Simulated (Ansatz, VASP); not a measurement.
# Zn: VASP beside Ansatz

INCAR

```
SYSTEM = Zn
PREC = Accurate ; ENCUT = 520
EDIFF = 1E-6 ; ISMEAR = 0
SIGMA = 0.15 ; LREAL = .FALSE.
LASPH = .TRUE. ; NELM = 60
ALGO = Fast ; ISIF = 2
LWAVE = .FALSE. ; LCHARG = .FALSE.
GGA = PS ; NBANDS = 19
```

The input KPOINTS:

```
Automatic mesh
0
G
  24 24 12
  0 0 0
```

Contents of POSCAR:

```
Zn
1.0
    2.7013066728      0.0000000000      0.0000000000
   -1.3506533364      2.3394002021      0.0000000000
    0.0000000000      0.0000000000      4.8138925778
Zn
2
Direct
    0.3333333333      0.6666666667      0.2500000000
    0.6666666667      0.3333333333      0.7500000000
```

Input for Ansatz:

```yaml
crystal:
  lattice:
    - [2.7013066728, 0.0, 0.0]
    - [-1.3506533364, 2.3394002021, 0.0]
    - [0.0, 0.0, 4.8138925778]
  atoms:
    - { symbol: Zn, position: [0.3333333333, 0.6666666667, 0.25] }
    - { symbol: Zn, position: [0.6666666667, 0.3333333333, 0.75] }
basis:
  ecutwfc: 420
kpoints:
  mp_grid: { grid: [24, 24, 12] }
hamiltonian:
  xc: pbesol
scf:
  occupations: { method: gaussian, width: 0.15 }
output:
  forces: true
  stress: true
  eigenvalues: true
  write_density: true
  write_potential: true
  elf: true
  volumetric_format: npy
```

Alike in both runs: task single point; functional PBEsol; k mesh 24 × 24 × 12; occupations gaussian, width 0.15 eV; no spin polarisation.

|  | VASP | Ansatz |
| --- | --- | --- |
| version | VASP 6.6.1 | Ansatz 0.2.0 |
| potentials or method | VASP PAW PBE potentials, release 64 (Zn), cutoff 520 eV | scalar-relativistic, plane waves, PAW |
| valence electrons in the cell | 24 | 24 |

|  | VASP | Ansatz | Ansatz less VASP |
| --- | --- | --- | --- |
| gap on the k mesh at the Fermi level (eV) | none | none | - |
| pressure (GPa) | -5.4 | -5.9 | -0.55 |
| traceless stress, the component that is largest in VASP (GPa) | 1.63 | 1.73 | +0.099 |

VASP's potentials were made for PBE, not for PBEsol. A gap of «none» marks a metal or a gap that the smearing closes. With one functional, cell and mesh, what is left measures potentials, basis and numerics.
